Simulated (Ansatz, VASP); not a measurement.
**Two plane-wave programs on V**

File INCAR:

```
SYSTEM = V
ALGO = Normal
EDIFF = 1E-8
ENCUT = 520
GGA = PE
ISIF = 2
ISMEAR = -1
ISPIN = 2
LASPH = .True.
LCHARG = .False.
LEFG = .True.
LMAXMIX = 4
LORBIT = 11
LREAL = .False.
LWAVE = .False.
MAGMOM = 1.5 1.5
NBANDS = 24
NELM = 150
PREC = Accurate
SIGMA = 0.08
```

Contents of KPOINTS:

```
k-points
0
Gamma
  10 10 10
  0 0 0
```

File POSCAR:

```
V
1.0
   -0.0273347724      2.7198098573      2.7198098573
    2.7198098573     -0.0273347724      2.7198098573
    2.7198098573      2.7198098573     -0.0273347724
V
2
Direct
    0.0000000000      0.0000000000      0.0000000000
    0.2500000000      0.2500000000      0.2500000000
```

Input for Ansatz:

```yaml
crystal:
  lattice:
    - [-0.0273347724, 2.7198098573, 2.7198098573]
    - [2.7198098573, -0.0273347724, 2.7198098573]
    - [2.7198098573, 2.7198098573, -0.0273347724]
  atoms:
    - { symbol: V, position: [0.0, 0.0, 0.0], spin: 1.5 }
    - { symbol: V, position: [0.25, 0.25, 0.25], spin: 1.5 }
magnetization:
  spin_polarized: true
kpoints:
  mp_grid: { grid: [10, 10, 10] }
scf:
  occupations: { method: fermi_dirac, width: 0.08 }
hamiltonian:
  xc: pbe
  pseudopotentials: { kind: paw }
output:
  forces: true
  stress: true
  eigenvalues: true
  efg: { contact_densities: true }
```

Change from the starting cell: equal xy, yz and zx shear strains of -1 %, PAW files.

Alike in both runs: task electric field gradients; functional PBE; k mesh 10 × 10 × 10; occupations fermi-dirac, width 0.08 eV; collinear spin.

|  | VASP | Ansatz |
| --- | --- | --- |
| version | VASP 6.6.1 | Ansatz 0.2.0 |
| potentials or method | VASP PAW PBE potentials, release 64 (V_sv) | PAW with Ansatz's default frozen-core files, scalar-relativistic |
| plane-wave cutoff (eV) | 520 | 420 |
| valence electrons in the cell | 26 | 26 |

VASP gave:

* pressure (GPa): 0.3
* rms of the force components (eV/Å): 0.109
* net moment per atom (μB): 1.87
* size of the moment on the site where the two differ most (μB): 1.70
* size of Vzz on the site where it differs most (V/Å²): 1.0

Which values does Ansatz return?

Pressure (GPa): 0.0; rms of the force components (eV/Å): 0.105; net moment per atom (μB): 1.87; size of the moment on the site where the two differ most (μB): 1.42; size of Vzz on the site where it differs most (V/Å²): 1.0.

Site moments also hang on the region over which each program counts them. Atom by atom the forces differ by 0.004 eV/Å (rms over components). The functional is the same, so the differences come from potentials, cutoffs and numerics.
